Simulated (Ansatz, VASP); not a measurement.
This is a calculation of Cu for Ansatz 0.2.0.

Contents of input.yaml:

```yaml
crystal:
  lattice:
    - [1.21846369, -3.9763780104, 0.0]
    - [1.21846369, 3.9763780104, 0.0]
    - [0.0, 0.0, 2.4754955235]
  atoms:
    - { symbol: Cu, position: [0.871119, 0.133307, 0.739922] }
    - { symbol: Cu, position: [0.135042, 0.885184, 0.246958] }
hamiltonian:
  xc: pbesol
  pseudopotentials: { kind: paw }
kpoints:
  mp_grid: { grid: [11, 11, 11] }
scf:
  occupations: { method: fermi_dirac, width: 0.05 }
output:
  forces: true
  stress: true
  eigenvalues: true
```

Potentials or basis: Ansatz PAW.

The run is started by

```sh
$ ansatz run input.yaml --threads 1 --pin off --max-ram 3584MiB --backend cpu --events-out ev --progress --plain --runs-dir out
```

Question: Translate it to VASP 6.6.1. Potentials there: VASP PAW PBE potentials, release 64 (Cu).

Answer: As run (the cutoff follows the program's own potentials):

Contents of INCAR:

```
ALGO     = Fast           # electronic algorithm
EDIFF    = 1E-7           # SCF threshold, eV
ENCUT    = 520            # plane-wave cutoff, eV
GGA      = PS             # functional
ISIF     = 2              # what is computed and relaxed
ISMEAR   = -1             # smearing method
LASPH    = True           # aspherical terms in the spheres
LCHARG   = False          # write CHGCAR
LREAL    = False          # projectors in reciprocal space
LWAVE    = False          # write WAVECAR
NBANDS   = 18             # bands
NELM     = 100            # most SCF steps
PREC     = Accurate       # precision mode
SIGMA    = 0.05           # smearing width, eV
```

File KPOINTS:

```
k-points
0
Gamma
  11 11 11
```

POSCAR

```
Cu
1.0
    1.2184636900     -3.9763780104      0.0000000000
    1.2184636900      3.9763780104      0.0000000000
    0.0000000000      0.0000000000      2.4754955235
Cu
2
Direct
    0.8711190000      0.1333070000      0.7399220000
    0.1350420000      0.8851840000      0.2469580000
```

Potentials or basis: VASP PAW PBE potentials, release 64 (Cu).

Run with:

```bash
$ cat potpaw_PBE.64/Cu/POTCAR > POTCAR
$ mpirun -np 1 vasp_std > vasp.out
```

Both were run:

|  | VASP | Ansatz | Ansatz less VASP |
| --- | --- | --- | --- |
| gap on the k mesh at the Fermi level (eV) | none | none | - |
| pressure (GPa) | -0.8 | -1.4 | -0.64 |
| traceless stress, the component that is largest in VASP (GPa) | -1.89 | -1.78 | +0.111 |
| rms of the force components (eV/Å) | 0.426 | 0.426 | -0.0002 |

VASP's potentials were made for PBE, not for PBEsol. Atom by atom the forces differ by 0.000 eV/Å (rms over components). A gap of «none» marks a metal or a gap that the smearing closes. The functional is the same, so the differences come from potentials, cutoffs and numerics. VASP's potentials hold 22 valence electrons a cell and Ansatz's 38, so a difference there can come from the potentials and not from the codes.
